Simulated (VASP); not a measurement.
# InSb (R-3m) in VASP: further runs

The runs below take InSb through single point, with PBE+D3(BJ).

Program: VASP 6.6.1. These are calculated values, not measurements. Logs are shortened: lines on timing, memory, paths and dates and some standing lists are left out, and cuts for length are marked.

## Step 1: The cell of the first run

It takes space group R-3m (No. 166, trigonal). The conventional cell has a = 6.784 Å, b = 6.784 Å, c = 4.155 Å, α = 90.00°, β = 90.00°, γ = 120.00°. In (site symmetry -3m) has 2 Sb at 2.08 Å within 2.8 Å. Sb (site symmetry -3m) has 2 In at 2.08 Å within 2.8 Å.

## Step 2: Single point, PBE+D3(BJ)

The input, INCAR:

```
ALGO = Normal ; EDIFF = 1E-6
ENCUT = 520 ; GGA = PE
ISIF = 2 ; ISMEAR = 0
IVDW = 12 ; LASPH = True
LCHARG = True ; LELF = True
LREAL = False ; LVHAR = True
LWAVE = False ; NBANDS = 16
NELM = 60 ; PREC = Accurate
SIGMA = 0.15
```

The input, KPOINTS:

```
k-points
0
Gamma
  14 14 14
```

The input, POSCAR:

```
InSb
1.0
    3.9977840879     -0.7995568176     -0.7995568176
   -0.7995568176      3.9977840879     -0.7995568176
   -0.7995568176     -0.7995568176      3.9977840879
In Sb
1 1
Direct
    0.0000000000      0.0000000000      0.0000000000
    0.5000000000      0.5000000000      0.5000000000
```

Potentials or basis: VASP PAW PBE potentials, release 64 (In_d, Sb).

Run with:

```console
cat potpaw_PBE.64/In_d/POTCAR potpaw_PBE.64/Sb/POTCAR > POTCAR
mpirun -np 1 vasp_std > vasp.out
```

OUTCAR:

```text
EDIFF = 1E-6
   ENCUT = 520
   GGA = PE
   ISIF = 2
   ISMEAR = 0
   IVDW = 12
   LASPH = True
   LREAL = False
   NELM = 60
   PREC = Accurate
 IVDW          = 12

 ion  position               nearest neighbor table
   1  0.000  0.000  0.000-   2 2.08   2 2.08
   2  0.500  0.500  0.500-   1 2.08   1 2.08

  LATTYP: Found a body centered cubic cell.
 ALAT       =     4.7973409055

  Lattice vectors:

 A1 = (   3.9977840879,  -0.7995568176,  -0.7995568176)
 A2 = (  -0.7995568176,   3.9977840879,  -0.7995568176)
 A3 = (  -0.7995568176,  -0.7995568176,   3.9977840879)

Analysis of symmetry for initial positions (statically):
=====================================================================
 Subroutine PRICEL returns:
 Original cell was already a primitive cell.

 Routine SETGRP: Setting up the symmetry group for a
 body centered cubic supercell.

 Subroutine GETGRP returns: Found 12 space group operations
 (whereof 12 operations were pure point group operations)
 out of a pool of 48 trial point group operations.

The static configuration has the point symmetry D_3d.

Analysis of symmetry for dynamics (positions and initial velocities):
=====================================================================
 Subroutine PRICEL returns:
 Original cell was already a primitive cell.

 Routine SETGRP: Setting up the symmetry group for a
 body centered cubic supercell.

 Subroutine GETGRP returns: Found 12 space group operations
 (whereof 12 operations were pure point group operations)
 out of a pool of 48 trial point group operations.

The dynamic configuration has the point symmetry D_3d.

 Subroutine INISYM returns: Found 12 space group operations
 (whereof 12 operations are pure point group operations),
 and found     1 'primitive' translations

----------------------------------------------------------------------------------------

                                     Primitive cell

  volume of cell :      55.2042

  direct lattice vectors                    reciprocal lattice vectors
     3.997784088 -0.799556818 -0.799556818     0.277931746  0.069482936  0.069482936
    -0.799556818  3.997784088 -0.799556818     0.069482936  0.277931746  0.069482936
    -0.799556818 -0.799556818  3.997784088     0.069482936  0.069482936  0.277931746

  length of vectors
     4.154619095  4.154619095  4.154619095     0.294791133  0.294791133  0.294791133

  position of ions in fractional coordinates (direct lattice)
     0.000000000  0.000000000  0.000000000
     0.500000000  0.500000000  0.500000000

  ion indices of the primitive-cell ions
   primitive index   ion index
                 1           1
                 2           2

----------------------------------------------------------------------------------------

 KPOINTS: k-points

Automatic generation of k-mesh.
 Grid dimensions read from file:
 generate k-points for:   14   14   14

 Generating k-lattice:

  Cartesian coordinates                     Fractional coordinates (reciprocal lattice)
     0.019852268  0.004963067  0.004963067     0.071428571  0.000000000  0.000000000
     0.004963067  0.019852268  0.004963067     0.000000000  0.071428571  0.000000000
     0.004963067  0.004963067  0.019852268     0.000000000  0.000000000  0.071428571

  Length of vectors
     0.021056510  0.021056510  0.021056510

  Shift w.r.t. Gamma in fractional coordinates (k-lattice)
     0.000000000  0.000000000  0.000000000

 Subroutine IBZKPT returns following result:
 ===========================================

 Found    288 irreducible k-points:

 Following reciprocal coordinates:
            Coordinates               Weight
  0.000000  0.000000  0.000000      1.000000
  0.071429  0.000000  0.000000      6.000000
  0.071429  0.000000 -0.071429      6.000000
  0.142857  0.000000  0.000000      6.000000
  0.142857  0.000000 -0.142857      6.000000
  0.214286 -0.000000  0.000000      6.000000
[... 16 lines left out ...]
  0.214286  0.071429 -0.000000     12.000000
  0.285714  0.000000 -0.214286     12.000000
 [... further k-points ...]
   k-points           NKPTS =    288   k-points in BZ     NKDIM =    288   number of bands    NBANDS=     16
   number of dos      NEDOS =    301   number of ions     NIONS =      2
   total plane-waves  NPLWV =  32768
   dimension x,y,z NGX =    32 NGY =   32 NGZ =   32
   dimension x,y,z NGXF=    64 NGYF=   64 NGZF=   64
   ions per type =               1   1
   NGX,Y,Z   is equivalent  to a cutoff of  12.80, 12.80, 12.80 a.u.
   NGXF,Y,Z  is equivalent  to a cutoff of  25.61, 25.61, 25.61 a.u.
 SYSTEM =  unknown system
   PREC   = accura    normal or accurate (medium, high low for compatibility)
   ISTART =      0    job   : 0-new  1-cont  2-samecut
   ICHARG =      2    charge: 1-file 2-atom 10-const
   ISPIN  =      1    spin polarized calculation?
   LNONCOLLINEAR =      F non collinear calculations
   LSORBIT =      F    spin-orbit coupling
   LASPH  =      T    aspherical Exc in radial PAW
   ENCUT  =  520.0 eV  38.22 Ry    6.18 a.u.   7.72  7.72  7.72*2*pi/ulx,y,z
   NELM   =     60;   NELMIN=  2; NELMDL= -5     # of ELM steps
   EDIFF  = 0.1E-05   stopping-criterion for ELM
   LREAL  =      F    real-space projection
   EDIFFG = 0.1E-04   stopping-criterion for IOM
   NSW    =      0    number of steps for IOM
   IBRION =     -1    ionic relax: 0-MD 1-quasi-New 2-CG
   NFREE  =      0    steps in history (QN), initial steepest desc. (CG)
   ISIF   =      2    stress and relaxation
   ISYM   =      2    0-nonsym 1-usesym 2-fastsym
   POTIM  = 0.5000    time-step for ionic-motion
   TEBEG  =    0.0;   TEEND  =   0.0 temperature during run
   PSTRESS=    0.0 pullay stress
   NELECT =      18.0000    total number of electrons
   NUPDOWN=      -1.0000    fix difference up-down
   EMIN   =  10.00;   EMAX   =-10.00  energy-range for DOS
   EFERMI =   0.00;   METHOD = LEGACY
   ISMEAR =     0;   SIGMA  =   0.15  broadening in eV -4-tet -1-fermi 0-gaus
   EFERMI_NEDOS =   21; number of points for ismear=-14 and -15
   IALGO  =     38    algorithm
   IMIX   =      4    mixing-type and parameters
     AMIX     =   0.40;   BMIX     =  1.00
     AMIX_MAG =   1.60;   BMIX_MAG =  1.00
  volume/ion in A,a.u.               =      27.60       186.27
  Fermi-wavevector in a.u.,A,eV,Ry     =   1.126787  2.129318 17.274616  1.269648
  Thomas-Fermi vector in A             =   2.263470
   LORBIT       =      0    0 simple, 1 ext, 2 COOP (PROOUT), +10 PAW based schemes
   GGA     = PE    functional components
   LHFCALC =     F    Hartree Fock is set to
   AEXX    =    0.0000 exact exchange contribution
   IVDW    =    12    specifies the selected vdW correction
   LEPSILON=     F    determine dielectric tensor
   LRPA    =     F    only Hartree local field effects (RPA)
 non-spin polarized calculation
 Gauss-broadening in eV      SIGMA  =   0.15
  energy-cutoff  :      520.00
  volume of cell :       55.20
 maximum number of plane-waves:      1508
   NGX = 15   NGY = 15   NGZ = 15

 number of electron      18.0000008 magnetization

 Free energy of the ion-electron system (eV)
  ---------------------------------------------------
  ext. energy  EPLUGINS =         0.00000000
  ---------------------------------------------------
  free energy    TOTEN  =         1.22678193 eV

  energy without entropy =        1.23372357  energy(sigma->0) =        1.23025275

 E-fermi :   7.4744     XC(G=0):  -9.6237

 val. band max:        7.4702825764   @ k =   0.2857  -0.2857   0.3571
 cond. band min:       7.4753521912   @ k =  -0.3571   0.4286   0.2857
 fundamental gap:      0.0050696148
 Fermi energy:         7.4744114589

 k-point     1 :       0.0000    0.0000    0.0000
  band No.  band energies     occupation
      1     -10.4290      2.00000
      2      -9.2443      2.00000
      3      -9.2443      2.00000
      4      -8.6538      2.00000
      5      -8.6538      2.00000
      6      -4.3266      2.00000
[... 8 lines left out ...]
     15      14.2706      0.00000
     16      14.7350      0.00000

 k-point     2 :       0.0714    0.0000    0.0000
  band No.  band energies     occupation
      1     -10.4312      2.00000
      2      -9.2552      2.00000
      3      -9.2549      2.00000
      4      -8.6543      2.00000
      5      -8.6529      2.00000
      6      -4.2951      2.00000
[... 8 lines left out ...]
     15      14.5155      0.00000
     16      14.9278      0.00000

 k-point     3 :       0.0714    0.0000   -0.0714
  band No.  band energies     occupation
      1     -10.4290      2.00000
      2      -9.2441      2.00000
      3      -9.2434      2.00000
      4      -8.6541      2.00000
      5      -8.6522      2.00000
      6      -4.2796      2.00000
[... 8 lines left out ...]
     15      14.4480      0.00000
     16      14.7081      0.00000

 k-point     4 :       0.1429    0.0000    0.0000
  band No.  band energies     occupation
      1     -10.4379      2.00000
      2      -9.2858      2.00000
      3      -9.2846      2.00000
      4      -8.6559      2.00000
      5      -8.6503      2.00000
      6      -4.1991      2.00000
[... 8 lines left out ...]
     15      14.8529      0.00000
     16      15.7690      0.00000
[... 324 lines left out ...]
 k-point    22 :       0.2143   -0.1429   -0.0714
  band No.  band energies     occupation
      1     -10.4286      2.00000
      2      -9.2428      2.00000
      3      -9.2391      2.00000
      4      -8.6557      2.00000
      5      -8.6440      2.00000
      6      -4.0089      2.00000
[... 8 lines left out ...]
     15      15.4597      0.00000
     16      15.5651      0.00000

 k-point    23 :       0.2143    0.0714   -0.0000
  band No.  band energies     occupation
      1     -10.4621      2.00000
      2      -9.3787      2.00000
      3      -9.3749      2.00000
      4      -8.6579      2.00000
      5      -8.6475      2.00000
      6      -3.9310      2.00000
[... 8 lines left out ...]
     15      15.4595      0.00000
     16      17.6608      0.00000

 k-point    24 :       0.2857    0.0000   -0.2143
  band No.  band energies     occupation
      1     -10.4313      2.00000
      2      -9.2530      2.00000
      3      -9.2474      2.00000
      4      -8.6581      2.00000
      5      -8.6372      2.00000
      6      -3.7736      2.00000
[... 8 lines left out ...]
     15      15.9610      0.00000
     16      16.4865      0.00000

 [... further k-points ...]

------------------------ aborting loop because EDIFF is reached ----------------------------------------

 Edisp (eV)   -0.84445

 E8    (eV) :    -0.4110

  FORCE on cell =-STRESS in cart. coord.  units (eV):
  Direction    XX          YY          ZZ          XY          YZ          ZX
  --------------------------------------------------------------------------------------
  -------------------------------------------------------------------------------------
  Total      20.17076    20.17076    20.17076    19.51105    19.51105    19.51105
  in kB     585.41136   585.41136   585.41136   566.26462   566.26462   566.26462
  external pressure =      585.41 kB  Pullay stress =        0.00 kB

 VOLUME and BASIS-vectors are now :
 -----------------------------------------------------------------------------
  energy-cutoff  :      520.00
  volume of cell :       55.20
      direct lattice vectors                 reciprocal lattice vectors
     3.997784088 -0.799556818 -0.799556818     0.277931746  0.069482936  0.069482936
    -0.799556818  3.997784088 -0.799556818     0.069482936  0.277931746  0.069482936
    -0.799556818 -0.799556818  3.997784088     0.069482936  0.069482936  0.277931746

 POSITION                                       TOTAL-FORCE (eV/Angst)
 -----------------------------------------------------------------------------------
      0.00000      0.00000      0.00000         0.000000     -0.000000      0.000000
      1.19934      1.19934      1.19934        -0.000000      0.000000     -0.000000
 -----------------------------------------------------------------------------------
    total drift:                                0.000000      0.000000     -0.000000

  FREE ENERGIE OF THE ION-ELECTRON SYSTEM (eV)
  ---------------------------------------------------
  free  energy   TOTEN  =         0.3823312079 eV

  energy  without entropy=        0.3892728484  energy(sigma->0) =        0.38580203
```

It took 1.7 min on 1 thread of Intel Xeon Platinum 8559C (Emerald Rapids), shared host; peak memory 0.39 GiB.

Results:

```yaml
Free_energy: 0.3823 eV
Pressure: 58.5 GPa
Band_gap_on_the_k_mesh: zero (bands 9 and 10 overlap by 1.00 eV)
Dispersion_energy_per_atom: -0.422 eV
```

Caveat: the cell stands under pressure; spin-orbit coupling is left out, which moves the levels of the heavy elements.

## Step 3: Single point, PBE+D3(BJ)

This run uses another cell than the first one, of the same volume but with other edges.

The input, INCAR:

```
PREC = Accurate
ENCUT = 520
EDIFF = 1E-6
ISMEAR = 0
SIGMA = 0.15
LREAL = F
LASPH = T
NELM = 80
ALGO = Normal
ISIF = 2
LWAVE = F
LCHARG = F
GGA = PE
IVDW = 12
NBANDS = 16
```

The input, KPOINTS:

```
regular mesh
0
Gamma
  14 14 14
```

The input, POSCAR:

```
InSb
1.0
    3.8555455277     -0.4125860528     -0.4125860528
   -0.4125860528      3.8555455277     -0.4125860528
   -0.4125860528     -0.4125860528      3.8555455277
In Sb
1 1
Direct
    0.0000000000      0.0000000000      0.0000000000
    0.5000000000      0.5000000000      0.5000000000
```

Potentials or basis: VASP PAW PBE potentials, release 64 (In_d, Sb).

Run with:

```console
cat potpaw_PBE.64/In_d/POTCAR potpaw_PBE.64/Sb/POTCAR > POTCAR
mpirun -np 1 vasp_std > vasp.out
```

Run time: 1.9 min. Hardware: 1 thread of Intel Xeon Platinum 8559C (Emerald Rapids), shared host; peak memory 0.38 GiB.

Results (log left out):

- Free energy: -6.4217 eV
- Pressure: 7.1 GPa
- Band gap on the k mesh: zero (bands 9 and 10 overlap by 3.56 eV)
- Dispersion energy per atom: -0.414 eV

Stress tensor (GPa, compression positive):
```
 7.06 11.03 11.03
11.03  7.06 11.03
11.03 11.03  7.06
```

Levels at points of the mesh, in eV from the Fermi level:
```
           k point  band 7  band 8  band 9  band 10  band 11  band 12
(0.00, 0.00, 0.00)   -2.64   -1.34    0.59     0.59     4.59     4.59
(0.50, 0.00, 0.00)   -7.32   -0.44    0.85     1.00     3.03     5.08
(0.50, 0.50, 0.00)   -4.77   -4.13   -3.17     0.54     3.72     5.23
(0.50, 0.50, 0.50)   -4.95   -2.39   -2.39    -0.86    -0.86     2.54
```

Caveat: the cell stands under pressure; spin-orbit coupling is left out, which moves the levels of the heavy elements.
